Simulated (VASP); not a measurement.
Runs of VASP 6.6.1 on Te. The structure is that of space group Im-3m (No. 229), or close to it. The cells are those of the table. 

```tsv
task	spin	cell	k mesh	cutoff (eV)	gap on the mesh (eV)	pressure (GPa)
single point	off	a = 3.420 Å, angles 109.5°, 1 atom	13 × 13 × 13	520	none	(b)
single point	off	a = 3.334 Å, angles 109.5°, 1 atom	13 × 13 × 13	520	none	-0.1
single point	off	a = 3.242 Å, angles 109.5°, 1 atom	13 × 13 × 13	520	none	5.5
single point	off	a = 3.378 Å, angles 109.5°, 1 atom	13 × 13 × 13	520	none	-2.1
single point	off	a = 3.462 Å, angles 109.5°, 1 atom	13 × 13 × 13	520	none	-4.8
relaxation of cell and atoms	off	relaxed from a = 3.346 Å, angles 109.5°, 1 atom	11 × 11 × 11	600	none	0.0
single point	off	a = 3.195 Å, angles 109.5°, 1 atom	13 × 13 × 13	520	none	9.5
single point	non-collinear, zero start, SOC	a = 3.334 Å, angles 109.5°, 1 atom	12 × 12 × 12	520	-	(a)
single point	off	a = 3.289 Å, angles 109.5°, 1 atom	13 × 13 × 13	520	none	2.4
single point	off	a = 3.334 Å, angles 109.5°, 1 atom	19 × 19 × 19	520	none	0.0
single point	off	a = 3.334 Å, angles 109.5°, 1 atom	11 × 11 × 11	520	none	-0.1
```

Alike in all rows: level PBE; potentials or basis VASP PAW PBE potentials, release 64 (Te); smearing fermi-dirac 0.1 eV.

Task: Estimate the missing entries.

Result: (a) 0.2; (b) -3.6.

Caveats: spin-orbit coupling is left out, which moves the levels of the heavy elements (some runs).

A k mesh can miss the band edges, and rows without SOC leave out spin-orbit coupling on Te.

A gap of «none» marks levels without a gap at the run's occupations.
